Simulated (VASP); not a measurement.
# KBr (P6_3/mmc) in VASP: further runs, part 2 of 2

VASP 6.6.1. The steps go on from the part before.

## Step 4: Single point, r2SCAN (volume changed by -6%)

Input file POSCAR:

```
KBr
1.0
    5.5034337971      0.0000000000      0.0000000000
   -2.7517168985      4.7661134763      0.0000000000
    0.0000000000      0.0000000000      6.4198113993
K Br
2 2
Direct
    0.3333333333      0.6666666667      0.2500000000
    0.6666666667      0.3333333333      0.7500000000
    0.6666666667      0.3333333333      0.2500000000
    0.3333333333      0.6666666667      0.7500000000
```

Input file INCAR.step1:

```
SYSTEM = KBr
PREC = Accurate
ENCUT = 520
ISMEAR = 0
SIGMA = 0.01
LREAL = .False.
LASPH = .True.
NELM = 80
NBANDS = 24
GGA = PE
ALGO = Normal
EDIFF = 1E-4
LWAVE = .True.
LCHARG = .False.
```

Input file INCAR.step2:

```
SYSTEM = KBr
PREC = Accurate
ENCUT = 520
EDIFF = 1E-6
ISMEAR = 0
SIGMA = 0.01
LREAL = .False.
LASPH = .True.
NELM = 80
ALGO = Normal
ISIF = 2
LWAVE = .False.
LCHARG = .False.
METAGGA = R2SCAN
LMIXTAU = .True.
NBANDS = 24
ISTART = 1
```

Input file KPOINTS:

```
regular mesh
0
Gamma
  6 6 4
  0 0 0
```

Potentials or basis: VASP PAW PBE potentials, release 64 (K_sv, Br).

Launch:

```sh
$ cat potpaw_PBE.64/K_sv/POTCAR potpaw_PBE.64/Br/POTCAR > POTCAR
$ cp INCAR.step1 INCAR
$ mpirun -np 1 vasp_std > vasp.out
$ cp INCAR.step2 INCAR
$ mpirun -np 1 vasp_std > vasp.out
```

OUTCAR:

```text
SYSTEM = KBr
   PREC = Accurate
   ENCUT = 520
   EDIFF = 1E-6
   ISMEAR = 0
   LREAL = .False.
   LASPH = .True.
   NELM = 80
   ISIF = 2
   METAGGA = R2SCAN
   ISTART = 1

 ion  position               nearest neighbor table
   1  0.333  0.667  0.250-   3 3.18   3 3.18   3 3.18   4 3.21   4 3.21
   2  0.667  0.333  0.750-   4 3.18   4 3.18   4 3.18   3 3.21   3 3.21
   3  0.667  0.333  0.250-   1 3.18   1 3.18   1 3.18   2 3.21   2 3.21
   4  0.333  0.667  0.750-   2 3.18   2 3.18   2 3.18   1 3.21   1 3.21

  LATTYP: Found a hexagonal cell.
 ALAT       =     5.5034337971
 C/A-ratio  =     1.1665101527

  Lattice vectors:

 A1 = (   5.5034337971,   0.0000000000,   0.0000000000)
 A2 = (  -2.7517168985,   4.7661134763,   0.0000000000)
 A3 = (   0.0000000000,   0.0000000000,   6.4198113993)

Analysis of symmetry for initial positions (statically):
=====================================================================
 Subroutine PRICEL returns:
 Original cell was already a primitive cell.

 Routine SETGRP: Setting up the symmetry group for a
 hexagonal supercell.

 Subroutine GETGRP returns: Found 24 space group operations
 (whereof 12 operations were pure point group operations)
 out of a pool of 24 trial point group operations.

The static configuration has the point symmetry D_3d.
 The point group associated with its full space group is D_6h.

Analysis of symmetry for dynamics (positions and initial velocities):
=====================================================================
 Subroutine PRICEL returns:
 Original cell was already a primitive cell.

 Routine SETGRP: Setting up the symmetry group for a
 hexagonal supercell.

 Subroutine GETGRP returns: Found 24 space group operations
[... 118 lines left out ...]
   EFERMI =   0.00;   METHOD = LEGACY
   ISMEAR =     0;   SIGMA  =   0.01  broadening in eV -4-tet -1-fermi 0-gaus
   EFERMI_NEDOS =   21; number of points for ismear=-14 and -15
   IALGO  =     38    algorithm
   IMIX   =      4    mixing-type and parameters
     AMIX     =   0.40;   BMIX     =  1.00
     AMIX_MAG =   1.60;   BMIX_MAG =  1.00
  volume/ion in A,a.u.               =      42.10       284.09
  Fermi-wavevector in a.u.,A,eV,Ry     =   0.941206  1.778621 12.052976  0.885869
  Thomas-Fermi vector in A             =   2.068694
   LORBIT       =      0    0 simple, 1 ext, 2 COOP (PROOUT), +10 PAW based schemes
   METAGGA = R2SCAN    functional components
   LHFCALC =     F    Hartree Fock is set to
   AEXX    =    0.0000 exact exchange contribution
   IVDW    =     0    specifies the selected vdW correction
   LEPSILON=     F    determine dielectric tensor
   LRPA    =     F    only Hartree local field effects (RPA)
 non-spin polarized calculation
 Gauss-broadening in eV      SIGMA  =   0.01
  energy-cutoff  :      520.00
  volume of cell :      168.39
 maximum number of plane-waves:      4552
 NGX is ok and might be reduce to    42
   NGX = 21   NGY = 21   NGZ = 23

 number of electron      31.9999999 magnetization

 Free energy of the ion-electron system (eV)
  ---------------------------------------------------
  ext. energy  EPLUGINS =         0.00000000
  ---------------------------------------------------
  free energy    TOTEN  =       -46.19829526 eV

  energy without entropy =      -46.19829526  energy(sigma->0) =      -46.19829526

 E-fermi :  -2.6649     XC(G=0):  -6.8825

 val. band max:       -2.7154122327   @ k =   0.0000   0.0000   0.0000
 cond. band min:       2.1247875650   @ k =   0.0000   0.0000   0.0000
 fundamental gap:      4.8401997977
 Fermi energy:        -2.6648677953

 k-point     1 :       0.0000    0.0000    0.0000
  band No.  band energies     occupation
      1     -31.6269      2.00000
      2     -31.6181      2.00000
      3     -15.4523      2.00000
      4     -15.3500      2.00000
      5     -14.4256      2.00000
      6     -14.3980      2.00000
[... 556 lines left out ...]
     23       6.9589      0.00000
     24       6.9589      0.00000

------------------------ aborting loop because EDIFF is reached ----------------------------------------

  FORCE on cell =-STRESS in cart. coord.  units (eV):
  Direction    XX          YY          ZZ          XY          YZ          ZX
  --------------------------------------------------------------------------------------
  -------------------------------------------------------------------------------------
  Total        0.8610704      0.8610704      1.0725677      0.0000000      0.0000000     -0.0000000
  in kB        8.1927335      8.1927335     10.2050442      0.0000000      0.0000000     -0.0000000
  external PRESSURE =       8.8635037 kB  Pullay stress =       0.0000000 kB

 VOLUME and BASIS-vectors are now :
 -----------------------------------------------------------------------------
  energy-cutoff  :      520.00
  volume of cell :      168.39
      direct lattice vectors                 reciprocal lattice vectors
     5.503433797  0.000000000  0.000000000     0.181704739  0.104907280  0.000000000
    -2.751716898  4.766113476  0.000000000     0.000000000  0.209814560  0.000000000
     0.000000000  0.000000000  6.419811399     0.000000000  0.000000000  0.155767816

 POSITION                                       TOTAL-FORCE (eV/Angst)
 -----------------------------------------------------------------------------------
     -0.00000      3.17741      1.60495         0.000000     -0.000000      0.000000
      2.75172      1.58870      4.81486        -0.000000      0.000000      0.000000
      2.75172      1.58870      1.60495         0.000000     -0.000000      0.000000
     -0.00000      3.17741      4.81486        -0.000000      0.000000      0.000000
 -----------------------------------------------------------------------------------
    total drift:                                0.000000     -0.000000      0.000000

  FREE ENERGIE OF THE ION-ELECTRON SYSTEM (eV)
  ---------------------------------------------------
  free  energy   TOTEN  =       -46.1982952573 eV

  energy  without entropy=      -46.1982952573  energy(sigma->0) =      -46.19829526
```

OUTCAR.step1:

```text
SYSTEM = KBr
   PREC = Accurate
   ENCUT = 520
   ISMEAR = 0
   LREAL = .False.
   LASPH = .True.
   NELM = 80
[... 792 lines left out ...]
      2.75172      1.58870      4.81486        -0.000000      0.000000      0.000000
      2.75172      1.58870      1.60495        -0.000000      0.000000      0.000000
     -0.00000      3.17741      4.81486         0.000000     -0.000000      0.000000
 -----------------------------------------------------------------------------------
    total drift:                                0.000000     -0.000000      0.000000

  FREE ENERGIE OF THE ION-ELECTRON SYSTEM (eV)
  ---------------------------------------------------
  free  energy   TOTEN  =       -12.2170215676 eV

  energy  without entropy=      -12.2170215676  energy(sigma->0) =      -12.21702157
```

It took 2.3 min on 1 thread of Intel Xeon 6975P-C (Granite Rapids), shared host; peak memory 0.33 GiB.

Results:

* Free energy: -46.1983 eV
* Pressure: 0.9 GPa
* Band gap on the k mesh: 4.84 eV, direct

Stress tensor (GPa, compression positive):
```
0.82 0.00 0.00
0.00 0.82 0.00
0.00 0.00 1.02
```

Levels at points of the mesh, in eV from the valence-band top:
```
           k point  band 14  band 15  band 16  band 17  band 18  band 19
(0.00, 0.00, 0.00)    -0.34    -0.34     0.00     4.84     8.00     8.08
(0.50, 0.00, 0.00)    -0.51    -0.28    -0.18     6.48     7.21     7.42
(0.00, 0.00, 0.50)    -0.46    -0.46    -0.46     6.14     6.14     9.19
(0.50, 0.00, 0.50)    -0.40    -0.32    -0.32     6.80     6.80     8.88
```

Caveat: the PAW data sets were made with another functional, which shifts forces and pressure a little.

## Step 5: Single point, r2SCAN (volume changed by -3%)

Input file POSCAR:

```
KBr
1.0
    5.5613689366      0.0000000000      0.0000000000
   -2.7806844683      4.8162867789      0.0000000000
    0.0000000000      0.0000000000      6.4873933278
K Br
2 2
Direct
    0.3333333333      0.6666666667      0.2500000000
    0.6666666667      0.3333333333      0.7500000000
    0.6666666667      0.3333333333      0.2500000000
    0.3333333333      0.6666666667      0.7500000000
```

Input file INCAR.step1:

```
SYSTEM = KBr
  PREC = Accurate
  ENCUT = 520
  ISMEAR = 0
  SIGMA = 0.01
  LREAL = .False.
  LASPH = .True.
  NELM = 100
  NBANDS = 24
  GGA = PE
  ALGO = Normal
  EDIFF = 1E-4
  LWAVE = .True.
  LCHARG = .False.
```

Input file INCAR.step2:

```
SYSTEM = KBr
  PREC = Accurate
  ENCUT = 520
  EDIFF = 1E-6
  ISMEAR = 0
  SIGMA = 0.01
  LREAL = .False.
  LASPH = .True.
  NELM = 100
  ALGO = Normal
  ISIF = 2
  LWAVE = .False.
  LCHARG = .True.
  METAGGA = R2SCAN
  LMIXTAU = .True.
  LELF = .True.
  LVHAR = .True.
  NBANDS = 24
  ISTART = 1
```

Input file KPOINTS:

```
Automatic mesh
0
Gamma
  6 6 4
  0 0 0
```

Launch:

```sh
$ cat potpaw_PBE.64/K_sv/POTCAR potpaw_PBE.64/Br/POTCAR > POTCAR
$ cp INCAR.step1 INCAR
$ mpirun -np 1 vasp_std > vasp.out
$ cp INCAR.step2 INCAR
$ mpirun -np 1 vasp_std > vasp.out
```

It took 2.4 min on 1 thread of Intel Xeon 6975P-C (Granite Rapids), shared host; peak memory 0.34 GiB.

It converged, with:

```
Free energy            : -46.2206 eV
Pressure               : 0.4 GPa
Band gap on the k mesh : 4.80 eV, direct
```

Stress tensor (GPa, compression positive):
```
0.38 0.00 0.00
0.00 0.38 0.00
0.00 0.00 0.47
```

Levels at points of the mesh, in eV from the valence-band top:
| k point | band 12 | band 13 | band 14 | band 15 | band 16 | band 17 | band 18 | band 19 | band 20 | band 21 |
| --- | --- | --- | --- | --- | --- | --- | --- | --- | --- | --- |
| (0.00, 0.00, 0.00) | -0.51 | -0.51 | -0.31 | -0.31 | 0.00 | 4.80 | 7.91 | 8.08 | 8.08 | 9.00 |
| (0.50, 0.00, 0.00) | -0.54 | -0.49 | -0.48 | -0.26 | -0.16 | 6.47 | 7.21 | 7.31 | 7.44 | 8.74 |
| (0.00, 0.00, 0.50) | -0.66 | -0.43 | -0.43 | -0.43 | -0.43 | 6.09 | 6.09 | 9.13 | 9.13 | 9.13 |
| (0.50, 0.00, 0.50) | -0.95 | -0.38 | -0.38 | -0.30 | -0.30 | 6.78 | 6.78 | 8.74 | 8.74 | 8.90 |

Caveat: the PAW data sets were made with another functional, which shifts forces and pressure a little. A k mesh can miss the band edges.

## Step 6: The runs side by side

| level | cell | gap on the mesh (eV) | pressure (GPa) |
| --- | --- | --- | --- |
| PBE | a = 5.728, b = 5.728, c = 6.717 Å, angles 90.0, 90.0, 120.0°, 4 atoms | 4.09 | -0.3 |
| PBE | a = 5.783, b = 5.783, c = 6.782 Å, angles 90.0, 90.0, 120.0°, 4 atoms | 4.05 | -0.5 |
| r2SCAN | a = 5.503, b = 5.503, c = 6.420 Å, angles 90.0, 90.0, 120.0°, 4 atoms | 4.84 | 0.9 |
| r2SCAN | a = 5.561, b = 5.561, c = 6.487 Å, angles 90.0, 90.0, 120.0°, 4 atoms | 4.80 | 0.4 |

Alike in all rows: task single point; potentials or basis VASP PAW PBE potentials, release 64 (K_sv, Br); no spin polarisation; k mesh 6 × 6 × 4; cutoff (eV) 520; smearing gaussian 0.01 eV.

Caveats: the PAW data sets were made with another functional, which shifts forces and pressure a little (some runs).

Total energies depend on the potentials used, so only differences within one code and one set of settings carry meaning.
